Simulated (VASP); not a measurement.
Input of a VASP 6.6.1 run:

The input POSCAR:

```
InAs
1.0
    4.7312200000      0.0000000000      0.0000000000
   -2.3656100000      4.0973600000      0.0000000000
    0.0000000000      0.0000000000      2.9108900000
In As
1 1
Direct
    0.0000000000      0.0000000000      0.0000000000
    0.6666700000      0.3333300000      0.0000000000
```

INCAR.step1

```
SYSTEM = InAs
  PREC = Accurate
  ENCUT = 520
  EDIFF = 1E-5
  ISMEAR = -1
  SIGMA = 0.05
  LREAL = .FALSE.
  LASPH = .TRUE.
  NELM = 60
  ALGO = Normal
  ISIF = 2
  LWAVE = .TRUE.
  LCHARG = .FALSE.
  NBANDS = 16
  GGA = PE
```

The input INCAR.step2:

```
SYSTEM = InAs
  PREC = Accurate
  ENCUT = 520
  EDIFF = 1E-7
  ISMEAR = -1
  SIGMA = 0.05
  LREAL = .FALSE.
  LASPH = .TRUE.
  NELM = 60
  ALGO = Normal
  ISIF = 2
  LWAVE = .FALSE.
  LCHARG = .FALSE.
  GGA = PE
  LHFCALC = .TRUE.
  AEXX = 0.1
  HFSCREEN = 0.2
  PRECFOCK = Normal
  NBANDS = 16
  ISTART = 1
```

File KPOINTS:

```
Automatic mesh
0
G
  4 4 5
  0 0 0
```

Potentials or basis: VASP PAW PBE potentials, release 64 (In_d, As).

Run with:

```console
$ cat potpaw_PBE.64/In_d/POTCAR potpaw_PBE.64/As/POTCAR > POTCAR
$ cp INCAR.step1 INCAR
$ mpirun -np 1 vasp_std > vasp.out
$ cp INCAR.step2 INCAR
$ mpirun -np 1 vasp_std > vasp.out
```

Question: Predict the pressure.

Answer: 1.3 GPa.

Question: Estimate the band gap on the k mesh.

Answer: Zero (bands 9 and 10 overlap by 1.52 eV).

Stress tensor (GPa, compression positive):
```
 2.80  0.00  0.00
 0.00  2.79  0.00
 0.00  0.00 -1.70
```

Caveat: the k points lie up to 0.43 Å⁻¹ apart, too coarse for converged energies and pressures of a metal; the PAW data sets were made with another functional, which shifts forces and pressure a little; spin-orbit coupling is left out, which moves the levels of the heavy elements.
